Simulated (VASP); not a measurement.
Set up this calculation in VASP 6.6.1, as the native input.

```yaml
Task: single point
Functional: PBEsol
Potentials_or_basis: VASP PAW PBE potentials, release 64 (Cu)
Cutoff: 520 eV
k_mesh: 16 × 16 × 5
Occupations: fermi-dirac, width 0.1 eV
Spin: no spin polarisation
Dipole_correction: no
Further_INCAR_settings: ALGO = Normal; EDIFF = 1e-06; NBANDS = 30
```

The structure of Cu lies in POSCAR:

```
Cu
1.0
    2.6173097454      0.0000000000      0.0000000000
   -1.3086548727      2.2666567291      0.0000000000
    0.0000000000      0.0000000000      8.5501460772
Cu
4
Direct
    1.0000000000      1.0000000000      0.0000000000
    1.0000000000      1.0000000000      0.5000000000
    0.3333333333      0.6666666667      0.2500000000
    0.6666666667      0.3333333333      0.7500000000
```

This isn't the form of Cu at room conditions, which is fcc.

These files were run (other wordings do the same):

INCAR

```
PREC = Accurate
ENCUT = 520
EDIFF = 1E-6
ISMEAR = -1
SIGMA = 0.1
LREAL = F
LASPH = T
NELM = 100
ALGO = Normal
ISIF = 2
LWAVE = F
LCHARG = F
GGA = PS
NBANDS = 30
```

KPOINTS

```
Automatic mesh
0
Gamma
  16 16 5
```

Potentials or basis: VASP PAW PBE potentials, release 64 (Cu).

Command:

```console
$ cat potpaw_PBE.64/Cu/POTCAR > POTCAR
$ mpirun -np 1 vasp_std > vasp.out
```

Results of the run:

* Pressure: -13.3 GPa
* Band gap on the k mesh: zero (bands 22 and 23 overlap by 4.99 eV)

Caveat: the cell stands under tension; the PAW data sets were made with another functional, which shifts forces and pressure a little.

Wall time 2.1 min on 1 thread of Intel Xeon 8259CL, on a shared host, peak memory 0.23 GiB.
